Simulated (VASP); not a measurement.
The system is Nb.

```xyz
1
Lattice="-1.6640 1.6640 1.6640 1.6640 -1.6640 1.6640 1.6640 1.6640 -1.6640" Properties=species:S:1:pos:R:3 pbc="T T T"
Nb    0.0000    0.0000    0.0000
```

Base run:

| Quantity | Value |
| --- | --- |
| Program | VASP 6.6.1 |
| Functional | PBEsol |
| Potentials or basis | VASP PAW PBE potentials, release 64 (Nb_sv) |
| Cutoff | 500 eV |
| k mesh | 8 × 8 × 8 |
| Occupations | fermi-dirac, width 0.05 eV |
| Spin | no spin polarisation |

Its results: pressure -8.5 GPa.

Problem. After a change of settings the same cell gave: pressure -2.7 GPa. Which change was it?
A. functional from PBEsol to PBE; k mesh from 8 × 8 × 8 to 6 × 6 × 6
B. functional from PBEsol to r2SCAN0; cutoff from 500 eV to 440 eV; k mesh from 8 × 8 × 8 to 6 × 6 × 6
C. cutoff from 500 eV to 520 eV; k mesh from 8 × 8 × 8 to 11 × 11 × 11; further incar settings from ALGO = Normal; EDIFF = 1e-06; NBANDS = 12 to ALGO = Fast; EDIFF = 1e-06; NBANDS = 12
D. functional from PBEsol to PBE

Solution. D.

PBE binds less tightly than PBEsol, so the same cell stands under more pressure.

Caveats: the PAW data sets were made with another functional, which shifts forces and pressure a little (some runs).
